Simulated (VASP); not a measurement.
HfN, 2 atoms in the cell. Symmetry: Fm-3m, No. 225, cubic system. Conventional cell: a = 4.512 Å, b = 4.512 Å, c = 4.512 Å, α = 90.00°, β = 90.00°, γ = 90.00°. Hf (site symmetry m-3m) has 6 N at 2.26 Å within 3.0 Å. Within 3.0 Å of N (site symmetry m-3m) lie 6 Hf at 2.26 Å. 

| Item | Value |
| --- | --- |
| Program | VASP 6.6.1 |
| Task | single point |
| Functional | PBE |
| Potentials or basis | VASP PAW PBE potentials, release 64 (Hf_pv, N) |
| Cutoff | 600 eV |
| k mesh | 7 × 7 × 7 |
| Occupations | fermi-dirac, width 0.1 eV |
| Spin | no spin polarisation |
| Dipole correction | no |
| Further INCAR settings | ALGO = Normal; EDIFF = 1e-06; NBANDS = 14 |

Potentials or basis: VASP PAW PBE potentials, release 64 (Hf_pv, N).

Run with:

```console
$ cat potpaw_PBE.64/Hf_pv/POTCAR potpaw_PBE.64/N/POTCAR > POTCAR
$ mpirun -np 1 vasp_std > vasp.out
```

Hardware: 1 thread of Intel(R) Xeon(R) Platinum 8488C (Sapphire Rapids), on a shared host.

Task: Estimate the wall time of this run.

Result: It took 11 s on 1 thread of Intel(R) Xeon(R) Platinum 8488C (Sapphire Rapids) (shared host), peak memory 0.16 GiB. Counts: scf iterations 13, k points 20.
